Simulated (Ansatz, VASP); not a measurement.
**Cd3HgS4 in VASP and in Ansatz**

Contents of INCAR:

```
PREC = Accurate
ENCUT = 630
EDIFF = 1E-6
ISMEAR = 0
SIGMA = 0.01
LREAL = F
LASPH = T
NELM = 120
ALGO = Normal
ISIF = 2
LWAVE = F
LCHARG = F
GGA = PE
NBANDS = 62
GGA_COMPAT = F
```

Contents of KPOINTS:

```
regular mesh
0
Gamma
  6 6 6
```

File POSCAR:

```
Cd3HgS4
1.0
   -2.9452541552      2.9452541552      5.8912555200
    2.9452541552     -2.9452541552      5.8912555200
    2.9452541552      2.9452541552     -5.8912555200
Cd S Hg
3 4 1
Direct
    0.7500000000      0.2500000000      0.5000000000
    0.5000000000      0.5000000000      0.0000000000
    0.2500000000      0.7500000000      0.5000000000
    0.1260023273      0.6221842884      0.0000000000
    0.8739976727      0.8739976727      0.4961819611
    0.6221842884      0.1260023273      0.0000000000
    0.3778157116      0.3778157116      0.5038180389
    0.0000000000      0.0000000000      0.0000000000
```

Input for Ansatz:

```yaml
crystal:
  lattice:
    - [-2.9452541552, 2.9452541552, 5.89125552]
    - [2.9452541552, -2.9452541552, 5.89125552]
    - [2.9452541552, 2.9452541552, -5.89125552]
  atoms:
    - { symbol: Cd, position: [0.75, 0.25, 0.5] }
    - { symbol: S, position: [0.1260023273, 0.6221842884, 0.0] }
    - { symbol: Cd, position: [0.5, 0.5, 0.0] }
    - { symbol: S, position: [0.8739976727, 0.8739976727, 0.4961819611] }
    - { symbol: Cd, position: [0.25, 0.75, 0.5] }
    - { symbol: S, position: [0.6221842884, 0.1260023273, 0.0] }
    - { symbol: Hg, position: [0.0, 0.0, 0.0] }
    - { symbol: S, position: [0.3778157116, 0.3778157116, 0.5038180389] }
kpoints:
  mp_grid: { grid: [6, 6, 6] }
  band_path:
    path:
      - [0.0, 0.0, 0.0]
      - [0.0, 0.0, 0.5]
      - [0.25, 0.25, 0.25]
      - [0.0, 0.5, 0.0]
      - [0.5, 0.5, -0.5]
      - [0.3124841468, 0.6875158532, -0.3124841468]
      - [-0.3124841468, 0.3124841468, 0.3124841468]
      - [-0.1249682936, 0.1249682936, 0.5]
      - [0.5, 0.5, -0.1249682936]
    npoints: 1
hamiltonian:
  xc: pbe
scf:
  occupations: { method: fixed }
  n_extra_bands: 6
output:
  forces: true
  stress: true
  eigenvalues: true
```

Alike in both runs: task single point; functional PBE; k mesh 6 × 6 × 6; no spin polarisation.

```csv
,VASP,Ansatz
version,VASP 6.6.1,Ansatz 0.2.0
potentials or method,"VASP PAW PBE potentials, release 64 (Cd_sv_GW, S, Hg_sv_GW)","plane waves, PAW"
plane-wave cutoff (eV),630,420
occupations,"gaussian, width 0.01 eV",fixed
valence electrons in the cell,104,104
```

Ansatz gave:

- gap on the k mesh at the Fermi level (eV): 0.68
- pressure (GPa): 1.5
- rms of the force components (eV/Å): 0.005

Task: What did VASP give for the same quantities?

Result: gap on the k mesh at the Fermi level (eV): 0.67; pressure (GPa): 1.4; rms of the force components (eV/Å): 0.004.

Neither program's run includes spin-orbit coupling.
